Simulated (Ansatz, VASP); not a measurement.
**One calculation of GaAs, two programs**

File INCAR:

```
  ALGO = Normal
  EDIFF = 1E-6
  ENCUT = 520
  GGA = CA
  ISIF = 2
  ISMEAR = -1
  LASPH = T
  LCHARG = F
  LREAL = F
  LWAVE = F
  NBANDS = 16
  NELM = 100
  PREC = Accurate
  SIGMA = 0.08
```

KPOINTS

```
k-points
0
Gamma
  10 10 10
```

The input POSCAR:

```
GaAs
1.0
    0.0000000000      2.8173955816      2.8173955816
    2.8173955816      0.0000000000      2.8173955816
    2.8173955816      2.8173955816      0.0000000000
Ga As
1 1
Direct
    0.0000000000      0.0000000000      0.0000000000
    0.7500000000      0.7500000000      0.7500000000
```

Input for Ansatz:

```yaml
crystal:
  lattice:
    - [0.0, 2.8173955816, 2.8173955816]
    - [2.8173955816, 0.0, 2.8173955816]
    - [2.8173955816, 2.8173955816, 0.0]
  atoms:
    - { symbol: Ga, position: [0.0, 0.0, 0.0] }
    - { symbol: As, position: [0.75, 0.75, 0.75] }
kpoints:
  mp_grid: { grid: [10, 10, 10] }
  band_path:
    path:
      - [0.0, 0.0, 0.0]
      - [-0.5, -0.5, 0.0]
      - [-0.375, -0.375, 0.25]
      - [-0.375, 0.0, 0.375]
      - [0.0, 0.0, 0.0]
      - [0.0, 0.0, 0.5]
      - [-0.5, -0.25, 0.25]
      - [-0.5, -0.5, 0.0]
    npoints: 5
scf:
  occupations: { method: fermi_dirac, width: 0.08 }
hamiltonian:
  xc: lda
  pseudopotentials: { kind: all_electron, lapw: { basis_error: 0.001 } }
output:
  forces: true
  stress: true
  eigenvalues: true
```

Change from the starting cell: volume scaled by 0.99.

Alike in both runs: task single point; functional LDA; k mesh 10 × 10 × 10; occupations fermi-dirac, width 0.08 eV; no spin polarisation.

```csv
,VASP,Ansatz
version,VASP 6.6.1,Ansatz 0.2.0
potentials or method,"VASP PAW LDA potentials, release 64 (Ga_d, As), cutoff 520 eV","all-electron LAPW, scalar-relativistic"
```

```csv
,VASP,Ansatz,Ansatz less VASP
pressure (GPa),-0.9,-1.2,-0.26
```

LDA's correlation is that of Perdew and Zunger in VASP and of Perdew and Wang (1992) in Ansatz. Ansatz ran all-electron here, and VASP with PAW potentials.
